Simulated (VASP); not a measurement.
# La3GaRh3 (Pm-3m) in VASP: single point with PBE

Aim: the single point of La3GaRh3 with PBE.

Program: VASP 6.6.1. These are calculated values, not measurements. Logs are shortened: lines on timing, memory, paths and dates and some standing lists are left out, and cuts for length are marked.

### Step 1. The cell of the first run

The structure is cubic, space group Pm-3m (No. 221). The conventional cell has a = 5.562 Å, b = 5.562 Å, c = 5.562 Å, α = 90.00°, β = 90.00°, γ = 90.00°. Within 3.7 Å of La (site symmetry 4/mmm) lie 4 Rh at 2.78 Å and 2 Ga at 2.78 Å. Within 3.7 Å of Rh (site symmetry 4/mmm) lie 4 La at 2.78 Å. Ga (site symmetry m-3m) has 6 La at 2.78 Å within 3.7 Å.

### Step 2. Single point, PBE

File INCAR:

```
SYSTEM = La3GaRh3
PREC = Accurate
ENCUT = 520
EDIFF = 1E-6
ISMEAR = -1
SIGMA = 0.1
LREAL = .False.
LASPH = .True.
NELM = 60
ALGO = Normal
ISIF = 2
LWAVE = .False.
LCHARG = .True.
GGA = PE
LELF = .True.
LVHAR = .True.
NBANDS = 54
```

File KPOINTS:

```
regular mesh
0
Gamma
  6 6 6
  0 0 0
```

File POSCAR:

```
La3GaRh3
1.0
    5.5618830000      0.0000000000      0.0000000000
    0.0000000000      5.5618830000      0.0000000000
    0.0000000000      0.0000000000      5.5618830000
La Rh Ga
3 3 1
Direct
    0.5000000000      0.5000000000      0.0000000000
    0.0000000000      0.5000000000      0.5000000000
    0.5000000000      0.0000000000      0.5000000000
    0.5000000000      0.0000000000      0.0000000000
    0.0000000000      0.5000000000      0.0000000000
    0.0000000000      0.0000000000      0.5000000000
    0.5000000000      0.5000000000      0.5000000000
```

Potentials or basis: VASP PAW PBE potentials, release 64 (La, Rh_pv, Ga_d).

On the command line:

```bash
cat potpaw_PBE.64/La/POTCAR potpaw_PBE.64/Rh_pv/POTCAR potpaw_PBE.64/Ga_d/POTCAR > POTCAR
mpirun -np 1 vasp_std > vasp.out
```

OUTCAR:

```text
SYSTEM = La3GaRh3
   PREC = Accurate
   ENCUT = 520
   EDIFF = 1E-6
   ISMEAR = -1
   LREAL = .False.
   LASPH = .True.
   NELM = 60
   ISIF = 2
   GGA = PE

 ion  position               nearest neighbor table
   1  0.500  0.500  0.000-   4 2.78   5 2.78   7 2.78   7 2.78   4 2.78   5 2.78
   2  0.000  0.500  0.500-   5 2.78   6 2.78   7 2.78   5 2.78   6 2.78   7 2.78
   3  0.500  0.000  0.500-   4 2.78   6 2.78   7 2.78   4 2.78   7 2.78   6 2.78
   4  0.500  0.000  0.000-   1 2.78   3 2.78   3 2.78   1 2.78
   5  0.000  0.500  0.000-   1 2.78   2 2.78   2 2.78   1 2.78
   6  0.000  0.000  0.500-   2 2.78   3 2.78   2 2.78   3 2.78
   7  0.500  0.500  0.500-   1 2.78   2 2.78   3 2.78   1 2.78   3 2.78   2 2.78

  LATTYP: Found a simple cubic cell.
 ALAT       =     5.5618830000

  Lattice vectors:

 A1 = (   5.5618830000,   0.0000000000,   0.0000000000)
 A2 = (   0.0000000000,   5.5618830000,   0.0000000000)
 A3 = (   0.0000000000,   0.0000000000,   5.5618830000)

Analysis of symmetry for initial positions (statically):
=====================================================================
 Subroutine PRICEL returns:
 Original cell was already a primitive cell.

 Routine SETGRP: Setting up the symmetry group for a
 simple cubic supercell.

 Subroutine GETGRP returns: Found 48 space group operations
 (whereof 48 operations were pure point group operations)
 out of a pool of 48 trial point group operations.

The static configuration has the point symmetry O_h .

Analysis of symmetry for dynamics (positions and initial velocities):
=====================================================================
 Subroutine PRICEL returns:
 Original cell was already a primitive cell.

 Routine SETGRP: Setting up the symmetry group for a
 simple cubic supercell.

 Subroutine GETGRP returns: Found 48 space group operations
 (whereof 48 operations were pure point group operations)
 out of a pool of 48 trial point group operations.

The dynamic configuration has the point symmetry O_h .

 Subroutine INISYM returns: Found 48 space group operations
 (whereof 48 operations are pure point group operations),
 and found     1 'primitive' translations

----------------------------------------------------------------------------------------

                                     Primitive cell

  volume of cell :     172.0543

  direct lattice vectors                    reciprocal lattice vectors
     5.561883000  0.000000000  0.000000000     0.179795224  0.000000000  0.000000000
     0.000000000  5.561883000  0.000000000     0.000000000  0.179795224  0.000000000
     0.000000000  0.000000000  5.561883000     0.000000000  0.000000000  0.179795224

  length of vectors
     5.561883000  5.561883000  5.561883000     0.179795224  0.179795224  0.179795224

  position of ions in fractional coordinates (direct lattice)
     0.500000000  0.500000000  0.000000000
     0.000000000  0.500000000  0.500000000
     0.500000000  0.000000000  0.500000000
     0.500000000  0.000000000  0.000000000
     0.000000000  0.500000000  0.000000000
     0.000000000  0.000000000  0.500000000
     0.500000000  0.500000000  0.500000000

  ion indices of the primitive-cell ions
   primitive index   ion index
                 1           1
                 2           2
                 3           3
                 4           4
                 5           5
                 6           6
                 7           7

----------------------------------------------------------------------------------------

 KPOINTS: regular mesh

Automatic generation of k-mesh.
 Grid dimensions read from file:
 generate k-points for:    6    6    6

 Generating k-lattice:

  Cartesian coordinates                     Fractional coordinates (reciprocal lattice)
     0.029965871  0.000000000  0.000000000     0.166666667  0.000000000  0.000000000
     0.000000000  0.029965871  0.000000000     0.000000000  0.166666667  0.000000000
     0.000000000  0.000000000  0.029965871     0.000000000  0.000000000  0.166666667

  Length of vectors
     0.029965871  0.029965871  0.029965871

  Shift w.r.t. Gamma in fractional coordinates (k-lattice)
     0.000000000  0.000000000  0.000000000

 Subroutine IBZKPT returns following result:
 ===========================================

 Found     20 irreducible k-points:

 Following reciprocal coordinates:
            Coordinates               Weight
  0.000000  0.000000  0.000000      1.000000
  0.166667  0.000000  0.000000      6.000000
  0.333333  0.000000  0.000000      6.000000
  0.500000  0.000000  0.000000      3.000000
  0.166667  0.166667  0.000000     12.000000
  0.333333  0.166667  0.000000     24.000000
[... 12 lines left out ...]
  0.500000  0.500000  0.333333      6.000000
  0.500000  0.500000  0.500000      1.000000
   k-points           NKPTS =     20   k-points in BZ     NKDIM =     20   number of bands    NBANDS=     54
   number of dos      NEDOS =    301   number of ions     NIONS =      7
   total plane-waves  NPLWV =  74088
   dimension x,y,z NGX =    42 NGY =   42 NGZ =   42
   dimension x,y,z NGXF=    84 NGYF=   84 NGZF=   84
   ions per type =               3   3   1
   NGX,Y,Z   is equivalent  to a cutoff of  12.55, 12.55, 12.55 a.u.
   NGXF,Y,Z  is equivalent  to a cutoff of  25.11, 25.11, 25.11 a.u.
 SYSTEM =  La3GaRh3
   PREC   = accura    normal or accurate (medium, high low for compatibility)
   ISTART =      0    job   : 0-new  1-cont  2-samecut
   ICHARG =      2    charge: 1-file 2-atom 10-const
   ISPIN  =      1    spin polarized calculation?
   LNONCOLLINEAR =      F non collinear calculations
   LSORBIT =      F    spin-orbit coupling
   LASPH  =      T    aspherical Exc in radial PAW
   ENCUT  =  520.0 eV  38.22 Ry    6.18 a.u.  10.34 10.34 10.34*2*pi/ulx,y,z
   NELM   =     60;   NELMIN=  2; NELMDL= -5     # of ELM steps
   EDIFF  = 0.1E-05   stopping-criterion for ELM
   LREAL  =      F    real-space projection
   EDIFFG = 0.1E-04   stopping-criterion for IOM
   NSW    =      0    number of steps for IOM
   IBRION =     -1    ionic relax: 0-MD 1-quasi-New 2-CG
   NFREE  =      0    steps in history (QN), initial steepest desc. (CG)
   ISIF   =      2    stress and relaxation
   ISYM   =      2    0-nonsym 1-usesym 2-fastsym
   POTIM  = 0.5000    time-step for ionic-motion
   TEBEG  =    0.0;   TEEND  =   0.0 temperature during run
   PSTRESS=    0.0 pullay stress
   NELECT =      91.0000    total number of electrons
   NUPDOWN=      -1.0000    fix difference up-down
   EMIN   =  10.00;   EMAX   =-10.00  energy-range for DOS
   EFERMI =   0.00;   METHOD = LEGACY
   ISMEAR =    -1;   SIGMA  =   0.10  broadening in eV -4-tet -1-fermi 0-gaus
   EFERMI_NEDOS =   21; number of points for ismear=-14 and -15
   IALGO  =     38    algorithm
   IMIX   =      4    mixing-type and parameters
     AMIX     =   0.40;   BMIX     =  1.00
     AMIX_MAG =   1.60;   BMIX_MAG =  1.00
  volume/ion in A,a.u.               =      24.58       165.87
  Fermi-wavevector in a.u.,A,eV,Ry     =   1.323935  2.501875 23.848357  1.752805
  Thomas-Fermi vector in A             =   2.453507
   LORBIT       =      0    0 simple, 1 ext, 2 COOP (PROOUT), +10 PAW based schemes
   GGA     = PE    functional components
   LHFCALC =     F    Hartree Fock is set to
   AEXX    =    0.0000 exact exchange contribution
   IVDW    =     0    specifies the selected vdW correction
   LEPSILON=     F    determine dielectric tensor
   LRPA    =     F    only Hartree local field effects (RPA)
 non-spin polarized calculation
  energy-cutoff  :      520.00
  volume of cell :      172.05
 maximum number of plane-waves:      4680
 NGX is ok and might be reduce to    42
   NGX = 21   NGY = 21   NGZ = 21

 number of electron      90.9999941 magnetization

 Free energy of the ion-electron system (eV)
  ---------------------------------------------------
  ext. energy  EPLUGINS =         0.00000000
  ---------------------------------------------------
  free energy    TOTEN  =       -37.66643466 eV

  energy without entropy =      -37.50090339  energy(sigma->0) =      -37.58366902

 E-fermi :   7.8742     XC(G=0): -10.6054

 val. band max:        7.8283025788   @ k =   0.3333   0.3333   0.1667
 cond. band min:       7.8821037431   @ k =   0.3333   0.3333   0.0000
 fundamental gap:      0.0538011642
 Fermi energy:         7.8742091234

 k-point     1 :       0.0000    0.0000    0.0000
  band No.  band energies     occupation
      1     -37.8886      2.00000
      2     -37.8886      2.00000
      3     -37.8886      2.00000
      4     -37.8879      2.00000
      5     -37.8879      2.00000
      6     -37.8879      2.00000
[... 46 lines left out ...]
     53      10.1408      0.00000
     54      10.3794      0.00000

 k-point     2 :       0.1667    0.0000    0.0000
  band No.  band energies     occupation
      1     -37.8888      2.00000
      2     -37.8886      2.00000
      3     -37.8886      2.00000
      4     -37.8881      2.00000
      5     -37.8880      2.00000
      6     -37.8880      2.00000
[... 46 lines left out ...]
     53      10.3564      0.00000
     54      10.3568      0.00000

 k-point     3 :       0.3333    0.0000    0.0000
  band No.  band energies     occupation
      1     -37.8892      2.00000
      2     -37.8884      2.00000
      3     -37.8884      2.00000
      4     -37.8884      2.00000
      5     -37.8881      2.00000
      6     -37.8881      2.00000
[... 46 lines left out ...]
     53      10.4328      0.00000
     54      10.4345      0.00000
[... 856 lines left out ...]
 k-point    19 :       0.5000    0.5000    0.3333
  band No.  band energies     occupation
      1     -37.8939      2.00000
      2     -37.8931      2.00000
      3     -37.8931      2.00000
      4     -37.8846      2.00000
      5     -37.8846      2.00000
      6     -37.8840      2.00000
[... 46 lines left out ...]
     53       9.3186      0.00000
     54       9.6433      0.00000

 k-point    20 :       0.5000    0.5000    0.5000
  band No.  band energies     occupation
      1     -37.8939      2.00000
      2     -37.8939      2.00000
      3     -37.8939      2.00000
      4     -37.8840      2.00000
      5     -37.8840      2.00000
      6     -37.8840      2.00000
[... 46 lines left out ...]
     53       9.2701      0.00000
     54       9.2701      0.00000

------------------------ aborting loop because EDIFF is reached ----------------------------------------

  FORCE on cell =-STRESS in cart. coord.  units (eV):
  Direction    XX          YY          ZZ          XY          YZ          ZX
  --------------------------------------------------------------------------------------
  -------------------------------------------------------------------------------------
  Total        8.3435451      8.3435451      8.3435451      0.0000000     -0.0000000      0.0000000
  in kB       77.6954625     77.6954625     77.6954625      0.0000000     -0.0000000      0.0000000
  external PRESSURE =      77.6954625 kB  Pullay stress =       0.0000000 kB

 VOLUME and BASIS-vectors are now :
 -----------------------------------------------------------------------------
  energy-cutoff  :      520.00
  volume of cell :      172.05
      direct lattice vectors                 reciprocal lattice vectors
     5.561883000  0.000000000  0.000000000     0.179795224  0.000000000  0.000000000
     0.000000000  5.561883000  0.000000000     0.000000000  0.179795224  0.000000000
     0.000000000  0.000000000  5.561883000     0.000000000  0.000000000  0.179795224

 POSITION                                       TOTAL-FORCE (eV/Angst)
 -----------------------------------------------------------------------------------
      2.78094      2.78094      0.00000         0.000000      0.000000      0.000000
      0.00000      2.78094      2.78094         0.000000      0.000000      0.000000
      2.78094      0.00000      2.78094         0.000000      0.000000      0.000000
      2.78094      0.00000      0.00000         0.000000      0.000000      0.000000
      0.00000      2.78094      0.00000         0.000000      0.000000      0.000000
      0.00000      0.00000      2.78094         0.000000      0.000000      0.000000
      2.78094      2.78094      2.78094         0.000000      0.000000      0.000000
 -----------------------------------------------------------------------------------
    total drift:                                0.000000      0.000000     -0.000000

  FREE ENERGIE OF THE ION-ELECTRON SYSTEM (eV)
  ---------------------------------------------------
  free  energy   TOTEN  =       -37.6664346565 eV

  energy  without entropy=      -37.5009033890  energy(sigma->0) =      -37.58366902
```

It took 4.4 min on 1 thread of Intel Xeon Platinum 8375C at 2.90GHz (Ice Lake), shared host; peak memory 0.36 GiB.

What came out:

| Property | Result |
| --- | --- |
| Free energy | -37.6664 eV |
| Pressure | 7.8 GPa |

Levels at points of the mesh, in eV from the Fermi level:
```csv
k point,band 42,band 43,band 44,band 45,band 46,band 47,band 48,band 49
"(0.00, 0.00, 0.00)",-1.01,-1.01,0.40,0.40,1.13,1.13,1.13,2.22
"(0.50, 0.00, 0.00)",-1.10,-1.08,-1.01,-0.52,0.91,0.91,1.08,1.08
"(0.50, 0.50, 0.00)",-1.37,-1.02,-1.02,-0.25,0.17,0.17,0.63,1.05
"(0.50, 0.50, 0.50)",-1.31,-1.31,-0.91,-0.91,-0.91,0.95,0.95,0.96
```

Caveat: spin-orbit coupling is left out, which moves the levels of the heavy elements.
